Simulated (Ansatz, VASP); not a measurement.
Ta3SnO4: VASP beside Ansatz

```
Ta Sn O
1.0
     4.63818    0.00000    0.00000
     0.00000    4.63818    0.00000
     0.00000    0.00000    4.63818
Ta Sn O
3 1 4
Direct
  0.00000 0.50000 0.50000
  0.50000 0.00000 0.50000
  0.50000 0.50000 0.00000
  0.00000 0.00000 0.00000
  0.50000 0.00000 0.00000
  0.50000 0.50000 0.50000
  0.00000 0.00000 0.50000
  0.00000 0.50000 0.00000
```

Change from the starting cell: species swapped into the LiMg3O4 type (Pm-3m, No. 221).

Alike in both runs: task single point; functional PBE; k mesh 4 × 4 × 4; occupations gaussian, width 0.1 eV; collinear spin.

|  | VASP | Ansatz |
| --- | --- | --- |
| version | VASP 6.6.1 | Ansatz 0.2.0 |
| potentials or method | VASP PAW PBE potentials, release 64 (Ta_pv, Sn_d, O), cutoff 520 eV | scalar-relativistic, plane waves, PAW |
| valence electrons in the cell | 71 | 77 |

Ansatz gave:

| Property | Result |
| --- | --- |
| gap on the k mesh at the Fermi level (eV) | none |
| pressure (GPa) | 0.2 |
| net moment per atom (μB) | 0.15 |
| size of the moment on the site where the two differ most (μB) | 0.15 |

Question: Which values does VASP return?

Answer: gap on the k mesh at the Fermi level (eV): none; pressure (GPa): 0.5; net moment per atom (μB): 0.15; size of the moment on the site where the two differ most (μB): 0.22.

Site moments also hang on the region over which each program counts them. A gap of «none» marks a metal or a gap that the smearing closes. The functional is the same, so the differences come from potentials, cutoffs and numerics. VASP's potentials hold 71 valence electrons a cell and Ansatz's 77, so a difference there can come from the potentials and not from the codes.

Spin-orbit coupling is off throughout.
